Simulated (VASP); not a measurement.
Crystal: BP.

```
B P
1.0
     0.00000    2.15542    2.15542
     2.15542    0.00000    2.15542
     2.15542    2.15542    0.00000
B P
1 1
Cartesian
  0.0000 0.0000 0.0000
  2.1554 2.1554 2.1554
```

Base run:

| Property | Result |
| --- | --- |
| Program | VASP 6.6.1 |
| Functional | r2SCAN |
| Potentials or basis | VASP PAW PBE potentials, release 64 (B, P) |
| Cutoff | 550 eV |
| k mesh | 8 × 8 × 8 |
| Occupations | fermi-dirac, width 0.02 eV |
| Spin | no spin polarisation |

Its results: band gap on the k mesh zero (band 4 reaches 11.22 eV, above the bottom of band 5 at 6.79 eV); pressure -0.8 GPa.

The run is repeated on the same cell with these changes: functional from r2SCAN to PBE; cutoff from 550 eV to 520 eV. What comes out?

Band gap on the k mesh zero (band 4 reaches 11.10 eV, above the bottom of band 5 at 6.99 eV); pressure -0.4 GPa.

Caveats: the PAW data sets were made with another functional, which shifts forces and pressure a little (some runs).
